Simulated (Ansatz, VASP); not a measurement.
KBr: VASP beside Ansatz

```
CELL_PARAMETERS angstrom
0.00000 3.38574 3.38574
3.38574 0.00000 3.38574
3.38574 3.38574 0.00000
ATOMIC_POSITIONS crystal
K 0.50000 0.50000 0.50000
Br 0.00000 0.00000 0.00000
```

Alike in both runs: task single point; functional PBE; k mesh 6 × 6 × 6; occupations gaussian, width 0.02 eV; no spin polarisation.

```csv
,VASP,Ansatz
version,VASP 6.6.1,Ansatz 0.2.0
potentials or method,"VASP PAW PBE potentials, release 64 (K_sv, Br), cutoff 520 eV","scalar-relativistic, plane waves, PAW"
valence electrons in the cell,16,16
```

|  | VASP | Ansatz | Ansatz less VASP |
| --- | --- | --- | --- |
| gap on the k mesh at the Fermi level (eV) | 4.24 | 4.24 | +0.001 |
| least direct gap on the mesh (eV) | 4.24 | 4.24 | +0.001 |
| pressure (GPa) | -0.3 | -0.4 | -0.02 |
